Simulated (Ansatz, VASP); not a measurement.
**HfO2 in VASP and in Ansatz**

```
Hf O
1.0
     3.61685    0.00000    0.00000
     1.80843    3.13228    0.00000
     1.80843    1.04409    2.95315
Hf O
1 2
Cartesian
  0.0000 0.0000 0.0000
  1.8084 1.0441 0.7383
  5.4253 3.1323 2.2149
```

Alike in both runs: task relaxation of cell and atoms; functional PBE; dispersion D3(BJ); k mesh 6 × 6 × 6; no spin polarisation.

|  | VASP | Ansatz |
| --- | --- | --- |
| version | VASP 6.6.1 | Ansatz 0.2.0 |
| potentials or method | VASP PAW PBE potentials, release 64 (Hf_pv, O) | plane waves, PAW |
| plane-wave cutoff (eV) | 600 | 420 |
| occupations | gaussian, width 0.01 eV | fixed |
| valence electrons in the cell | 22 | 38 |

VASP gave:

```
relaxed volume (Å³/atom)                                     : 10.71
relaxed cell length with the largest relative difference (Å) : 3.569
```

Q: Estimate Ansatz's values.

A: Relaxed volume (Å³/atom): 10.88; relaxed cell length with the largest relative difference (Å): 3.587.

VASP's potentials hold 22 valence electrons a cell and Ansatz's 38, so a difference there can come from the potentials and not from the codes.

Neither program's run includes spin-orbit coupling.
